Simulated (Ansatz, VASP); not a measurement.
Two plane-wave programs on SnTe

```xyz
2
Lattice="0.0000 3.2512 3.1565 3.2512 0.0000 3.1565 3.2512 3.2512 0.0000" Properties=species:S:1:pos:R:3 pbc="T T T"
Sn    0.0000    0.0000    0.0000
Te    3.2512    3.2512    3.1565
```

Change from the starting cell: strain +0.0300 x Voigt [1, 1, 0, 0, 0, 0], atoms carried along.

Alike in both runs: task single point; functional PBEsol; k mesh 10 × 10 × 10; occupations gaussian, width 0.03 eV; no spin polarisation.

|  | VASP | Ansatz |
| --- | --- | --- |
| version | VASP 6.6.1 | Ansatz 0.2.0 |
| potentials or method | VASP PAW PBE potentials, release 64 (Sn_d, Te), cutoff 500 eV | scalar-relativistic, plane waves, PAW |
| valence electrons in the cell | 20 | 30 |

Ansatz gave:

| Property | Result |
| --- | --- |
| gap on the k mesh at the Fermi level (eV) | none |
| pressure (GPa) | -2.7 |
| traceless stress, the component that is largest in VASP (GPa) | 2.07 |

What did VASP give for the same quantities?

gap on the k mesh at the Fermi level (eV): none; pressure (GPa): -2.8; traceless stress, the component that is largest in VASP (GPa): 2.08.

VASP's potentials were made for PBE, not for PBEsol. A gap of «none» marks a metal or a gap that the smearing closes. VASP's potentials hold 20 valence electrons a cell and Ansatz's 30, so a difference there can come from the potentials and not from the codes.

Spin-orbit coupling is off throughout.
